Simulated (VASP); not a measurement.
Input of a VASP 6.6.1 run:

Contents of INCAR:

```
SYSTEM = SeF
ALGO = Normal
EDIFF = 1E-6
ENCUT = 600
GGA = PE
GGA_COMPAT = .FALSE.
ISIF = 2
ISMEAR = -1
LASPH = .TRUE.
LCHARG = .TRUE.
LELF = .TRUE.
LREAL = .FALSE.
LVHAR = .TRUE.
LWAVE = .FALSE.
NBANDS = 14
NELM = 120
PREC = Accurate
SIGMA = 0.0132
```

The input KPOINTS:

```
k-points
0
G
  6 6 6
  0 0 0
```

The input POSCAR:

```
SeF
1.0
    0.0000000000      2.6003738682      2.6003738682
    2.6003738682      0.0000000000      2.6003738682
    2.6003738682      2.6003738682      0.0000000000
F Se
1 1
Direct
    0.0000000000      0.0000000000      0.0000000000
    0.5000000000      0.5000000000      0.5000000000
```

Potentials or basis: VASP PAW PBE potentials, release 64 (F, Se).

Run with:

```console
$ cat potpaw_PBE.64/F/POTCAR potpaw_PBE.64/Se/POTCAR > POTCAR
$ mpirun -np 1 vasp_std > vasp.out
```

**Question.** Predict the pressure.

**Answer.** -0.2 GPa.

**Question.** Estimate the band gap on the k mesh.

**Answer.** Zero (an odd number of electrons rules out a gap without spin polarisation).

Caveat: an odd number of electrons without spin polarisation forces a metal; a magnetic or distorted state may lie lower.
